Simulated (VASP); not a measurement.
# TiInP (P-6m2) in VASP: notebook

Runs on TiInP. Level: PBE. Tasks: single point.

Program: VASP 6.6.1. These are calculated values, not measurements. Logs are shortened: lines on timing, memory, paths and dates and some standing lists are left out, and cuts for length are marked.

**1. The cell of the first run**

Symmetry: P-6m2, No. 187, hexagonal system. The conventional cell has a = 4.130 Å, b = 4.130 Å, c = 5.010 Å, α = 90.00°, β = 90.00°, γ = 120.00°. Ti (site symmetry -6m2) has 3 P at 2.38 Å within 3.1 Å. In (site symmetry -6m2) has 6 Ti at 3.46 Å and 6 P at 3.46 Å and 6 In at 4.13 Å within 4.5 Å. Within 3.1 Å of P (site symmetry -6m2) lie 3 Ti at 2.38 Å.

The cell was generated, and may not be a known phase.

**2. Single point, PBE**

Input file INCAR:

```
SYSTEM = TiInP
PREC     = Accurate       ! precision mode
ENCUT    = 520            ! plane-wave cutoff, eV
EDIFF    = 1E-7           ! SCF threshold, eV
ISMEAR   = 0              ! smearing method
SIGMA    = 0.1            ! smearing width, eV
LREAL    = .FALSE.        ! projectors in reciprocal space
LASPH    = .TRUE.         ! aspherical terms in the spheres
NELM     = 80             ! most SCF steps
ALGO     = Normal         ! electronic algorithm
ISIF     = 2              ! what is computed and relaxed
LWAVE    = .FALSE.        ! write WAVECAR
LCHARG   = .FALSE.        ! write CHGCAR
GGA      = PE             ! functional
NBANDS   = 22             ! bands
```

Input file KPOINTS:

```
Automatic mesh
0
G
  6 6 4
  0 0 0
```

Input file POSCAR:

```
TiInP
1.0
    4.1300668400      0.0000000000      0.0000000000
   -2.0650334200      3.5767428100      0.0000000000
    0.0000000000      0.0000000000      5.0104600900
Ti In P
1 1 1
Direct
    0.6666666700      0.3333333300      0.5000000000
    0.0000000000      0.0000000000      0.0000000000
    0.3333333300      0.6666666700      0.5000000000
```

Potentials or basis: VASP PAW PBE potentials, release 64 (Ti_sv, In_d, P).

On the command line:

```sh
> cat potpaw_PBE.64/Ti_sv/POTCAR potpaw_PBE.64/In_d/POTCAR potpaw_PBE.64/P/POTCAR > POTCAR
> mpirun -np 1 vasp_std > vasp.out
```

OUTCAR:

```text
SYSTEM = TiInP
   PREC = Accurate
   ENCUT = 520
   EDIFF = 1E-7
   ISMEAR = 0
   LREAL = .FALSE.
   LASPH = .TRUE.
   NELM = 80
   ISIF = 2
   GGA = PE

 ion  position               nearest neighbor table
   1  0.667  0.333  0.500-   3 2.38   3 2.38   3 2.38   2 3.46   2 3.46   2 3.46   2 3.46   2 3.46
                             2 3.46
   2  0.000  0.000  0.000-   1 3.46   3 3.46   1 3.46   3 3.46   1 3.46   1 3.46   3 3.46   3 3.46
                             1 3.46   1 3.46   3 3.46   3 3.46
   3  0.333  0.667  0.500-   1 2.38   1 2.38   1 2.38   2 3.46   2 3.46   2 3.46   2 3.46   2 3.46
                             2 3.46

  LATTYP: Found a hexagonal cell.
 ALAT       =     4.1300668400
 C/A-ratio  =     1.2131668286

  Lattice vectors:

 A1 = (   4.1300668400,   0.0000000000,   0.0000000000)
 A2 = (  -2.0650334200,   3.5767428100,   0.0000000000)
 A3 = (   0.0000000000,   0.0000000000,   5.0104600900)

Analysis of symmetry for initial positions (statically):
=====================================================================
 Subroutine PRICEL returns:
 Original cell was already a primitive cell.

 Routine SETGRP: Setting up the symmetry group for a
 hexagonal supercell.

 Subroutine GETGRP returns: Found 12 space group operations
 (whereof 12 operations were pure point group operations)
 out of a pool of 24 trial point group operations.

The static configuration has the point symmetry D_3h.

Analysis of symmetry for dynamics (positions and initial velocities):
=====================================================================
 Subroutine PRICEL returns:
 Original cell was already a primitive cell.

 Routine SETGRP: Setting up the symmetry group for a
 hexagonal supercell.

 Subroutine GETGRP returns: Found 12 space group operations
 (whereof 12 operations were pure point group operations)
 out of a pool of 24 trial point group operations.

The dynamic configuration has the point symmetry D_3h.

 Subroutine INISYM returns: Found 12 space group operations
 (whereof 12 operations are pure point group operations),
 and found     1 'primitive' translations

----------------------------------------------------------------------------------------
[... 84 lines left out ...]
   ICHARG =      2    charge: 1-file 2-atom 10-const
   ISPIN  =      1    spin polarized calculation?
   LNONCOLLINEAR =      F non collinear calculations
   LSORBIT =      F    spin-orbit coupling
   LASPH  =      T    aspherical Exc in radial PAW
   ENCUT  =  520.0 eV  38.22 Ry    6.18 a.u.   7.68  7.68  9.32*2*pi/ulx,y,z
   NELM   =     80;   NELMIN=  2; NELMDL= -5     # of ELM steps
   EDIFF  = 0.1E-06   stopping-criterion for ELM
   LREAL  =      F    real-space projection
   EDIFFG = 0.1E-05   stopping-criterion for IOM
   NSW    =      0    number of steps for IOM
   IBRION =     -1    ionic relax: 0-MD 1-quasi-New 2-CG
   NFREE  =      0    steps in history (QN), initial steepest desc. (CG)
   ISIF   =      2    stress and relaxation
   ISYM   =      2    0-nonsym 1-usesym 2-fastsym
   POTIM  = 0.5000    time-step for ionic-motion
   TEBEG  =    0.0;   TEEND  =   0.0 temperature during run
   PSTRESS=    0.0 pullay stress
   NELECT =      30.0000    total number of electrons
   NUPDOWN=      -1.0000    fix difference up-down
   EMIN   =  10.00;   EMAX   =-10.00  energy-range for DOS
   EFERMI =   0.00;   METHOD = LEGACY
   ISMEAR =     0;   SIGMA  =   0.10  broadening in eV -4-tet -1-fermi 0-gaus
   EFERMI_NEDOS =   21; number of points for ismear=-14 and -15
   IALGO  =     38    algorithm
   IMIX   =      4    mixing-type and parameters
     AMIX     =   0.40;   BMIX     =  1.00
     AMIX_MAG =   1.60;   BMIX_MAG =  1.00
  volume/ion in A,a.u.               =      24.67       166.49
  Fermi-wavevector in a.u.,A,eV,Ry     =   1.211549  2.289496 19.971337  1.467852
  Thomas-Fermi vector in A             =   2.347061
   LORBIT       =      0    0 simple, 1 ext, 2 COOP (PROOUT), +10 PAW based schemes
   GGA     = PE    functional components
   LHFCALC =     F    Hartree Fock is set to
   AEXX    =    0.0000 exact exchange contribution
   IVDW    =     0    specifies the selected vdW correction
   LEPSILON=     F    determine dielectric tensor
   LRPA    =     F    only Hartree local field effects (RPA)
 non-spin polarized calculation
 Gauss-broadening in eV      SIGMA  =   0.10
  energy-cutoff  :      520.00
  volume of cell :       74.02
 maximum number of plane-waves:      2034
 NGX is ok and might be reduce to    32
   NGX = 15   NGY = 15   NGZ = 19

 number of electron      30.0000009 magnetization

 Free energy of the ion-electron system (eV)
  ---------------------------------------------------
  ext. energy  EPLUGINS =         0.00000000
  ---------------------------------------------------
  free energy    TOTEN  =       -16.10211724 eV

  energy without entropy =      -16.08361077  energy(sigma->0) =      -16.09286401

 E-fermi :   5.5454     XC(G=0):  -9.6661

 val. band max:        5.5019019443   @ k =   0.3333   0.1667   0.5000
 cond. band min:       5.5549859116   @ k =   0.5000  -0.0000   0.5000
 fundamental gap:      0.0530839673
 Fermi energy:         5.5454291745

 k-point     1 :       0.0000    0.0000    0.0000
  band No.  band energies     occupation
      1     -51.6469      2.00000
      2     -28.0383      2.00000
      3     -27.8587      2.00000
      4     -27.8587      2.00000
      5      -8.7157      2.00000
      6      -8.6983      2.00000
[... 514 lines left out ...]
     21       9.8341      0.00000
     22      11.3527      0.00000

------------------------ aborting loop because EDIFF is reached ----------------------------------------

  FORCE on cell =-STRESS in cart. coord.  units (eV):
  Direction    XX          YY          ZZ          XY          YZ          ZX
  --------------------------------------------------------------------------------------
  -------------------------------------------------------------------------------------
  Total       -1.0377022     -1.0377022     -3.4036904      0.0000000     -0.0000000      0.0000000
  in kB      -22.4626455    -22.4626456    -73.6780676      0.0000000     -0.0000000      0.0000000
  external PRESSURE =     -39.5344529 kB  Pullay stress =       0.0000000 kB

 VOLUME and BASIS-vectors are now :
 -----------------------------------------------------------------------------
  energy-cutoff  :      520.00
  volume of cell :       74.02
      direct lattice vectors                 reciprocal lattice vectors
     4.130066840  0.000000000  0.000000000     0.242126832  0.139791991  0.000000000
    -2.065033420  3.576742810  0.000000000     0.000000000  0.279583983  0.000000000
     0.000000000  0.000000000  5.010460090     0.000000000  0.000000000  0.199582470

 POSITION                                       TOTAL-FORCE (eV/Angst)
 -----------------------------------------------------------------------------------
      2.06503      1.19225      2.50523         0.000000      0.000000      0.000000
      0.00000      0.00000      0.00000         0.000000     -0.000000      0.000000
     -0.00000      2.38450      2.50523        -0.000000     -0.000000      0.000000
 -----------------------------------------------------------------------------------
    total drift:                               -0.000038      0.000022     -0.000000

  FREE ENERGIE OF THE ION-ELECTRON SYSTEM (eV)
  ---------------------------------------------------
  free  energy   TOTEN  =       -16.1021172373 eV

  energy  without entropy=      -16.0836107733  energy(sigma->0) =      -16.09286401
```

OSZICAR:

```text
N       E                     dE             d eps       ncg     rms          rms(c)
DAV:   1     0.283626381575E+03    0.28363E+03   -0.14500E+04   932   0.156E+03
DAV:   2     0.117527693525E+02   -0.27187E+03   -0.26323E+03   948   0.422E+02
DAV:   3    -0.161163998061E+02   -0.27869E+02   -0.26986E+02  1528   0.129E+02
DAV:   4    -0.187572139790E+02   -0.26408E+01   -0.26151E+01  1374   0.293E+01
DAV:   5    -0.188867113553E+02   -0.12950E+00   -0.12948E+00  1318   0.547E+00    0.110E+01
DAV:   6    -0.172165049436E+02    0.16702E+01   -0.14313E+01  1116   0.302E+01    0.917E+00
DAV:   7    -0.162666458837E+02    0.94986E+00   -0.67435E+00  1112   0.227E+01    0.456E+00
DAV:   8    -0.161017611480E+02    0.16488E+00   -0.50085E-01  1028   0.606E+00    0.153E+00
DAV:   9    -0.161068036258E+02   -0.50425E-02   -0.12793E-01  1352   0.219E+00    0.844E-01
DAV:  10    -0.161016984151E+02    0.51052E-02   -0.19382E-02  1122   0.132E+00    0.222E-01
DAV:  11    -0.161022431446E+02   -0.54473E-03   -0.20329E-03  1204   0.394E-01    0.137E-01
DAV:  12    -0.161021408687E+02    0.10228E-03   -0.23581E-04  1294   0.139E-01    0.681E-02
DAV:  13    -0.161021174295E+02    0.23439E-04   -0.76332E-05  1196   0.754E-02    0.111E-02
DAV:  14    -0.161021175477E+02   -0.11821E-06   -0.59005E-06  1250   0.192E-02    0.655E-03
DAV:  15    -0.161021172052E+02    0.34253E-06   -0.58410E-07   986   0.641E-03    0.314E-03
DAV:  16    -0.161021172373E+02   -0.32097E-07   -0.21165E-07   902   0.335E-03
   1 F= -.16102117E+02 E0= -.16092864E+02  d E =-.185065E-01
```

Run time: 32 s. Hardware: 1 thread of Oxide Virtual Turin-like, shared host; peak memory 0.17 GiB.

What came out:

* Free energy: -16.1021 eV
* Pressure: -4.0 GPa
* Band gap on the k mesh: zero (bands 15 and 16 overlap by 1.33 eV)

Caveat: the stress differs along the axes, from -7 to -2 GPa; spin-orbit coupling is left out, which moves the levels of the heavy elements.

**3. Single point, PBE**

This run uses another cell than the first one, of 20.00 Å³/atom.

Input file INCAR:

```
SYSTEM = TiInP
ALGO = Fast
EDIFF = 1E-6
ENCUT = 520
GGA = PE
ISIF = 2
ISMEAR = 0
LASPH = .True.
LCHARG = .False.
LREAL = .False.
LWAVE = .False.
NBANDS = 22
NELM = 100
PREC = Accurate
SIGMA = 0.1
```

Input file KPOINTS:

```
k-points
0
Gamma
  12 12 10
  0 0 0
```

Input file POSCAR:

```
TiInP
1.0
    4.1446269724      0.0000000000      0.0000000000
   -2.0723134862      3.5893522473      0.0000000000
    0.0000000000      0.0000000000      4.0334271180
Ti In P
1 1 1
Direct
    0.6666666667      0.3333333333      0.5000000000
    0.0000000000      0.0000000000      0.0000000000
    0.3333333333      0.6666666667      0.5000000000
```

Potentials or basis: VASP PAW PBE potentials, release 64 (Ti_sv, In_d, P).

On the command line:

```sh
> cat potpaw_PBE.64/Ti_sv/POTCAR potpaw_PBE.64/In_d/POTCAR potpaw_PBE.64/P/POTCAR > POTCAR
> mpirun -np 1 vasp_std > vasp.out
```

Wall time 5.9 min (1 thread of Oxide Virtual Turin-like, shared host); peak memory 0.26 GiB.

It converged, with:

```yaml
Free_energy: -16.5511 eV
Pressure: -0.1 GPa
Band_gap_on_the_k_mesh: zero (bands 15 and 16 overlap by 1.43 eV)
```

Levels at points of the mesh, in eV from the Fermi level:
| k point | band 11 | band 12 | band 13 | band 14 | band 15 | band 16 | band 17 | band 18 | band 19 | band 20 |
| --- | --- | --- | --- | --- | --- | --- | --- | --- | --- | --- |
| (0.00, 0.00, 0.00) | -3.88 | -3.27 | -3.27 | -2.05 | 1.06 | 1.06 | 1.17 | 3.03 | 3.03 | 4.86 |
| (0.50, 0.00, 0.00) | -6.58 | -2.65 | -1.88 | -1.68 | -0.69 | 0.77 | 0.90 | 1.81 | 2.18 | 4.40 |
| (0.00, 0.00, 0.50) | -6.84 | -2.90 | -2.90 | 0.50 | 0.50 | 1.21 | 1.69 | 2.10 | 4.19 | 4.19 |
| (0.50, 0.00, 0.50) | -5.17 | -4.69 | -3.31 | -1.93 | -0.54 | -0.07 | 1.53 | 1.85 | 2.61 | 2.68 |

Caveat: spin-orbit coupling is left out, which moves the levels of the heavy elements.

(Continued in part 2 of 2.)

The gap in the log of VASP goes by the Fermi energy; the results here count the filled bands.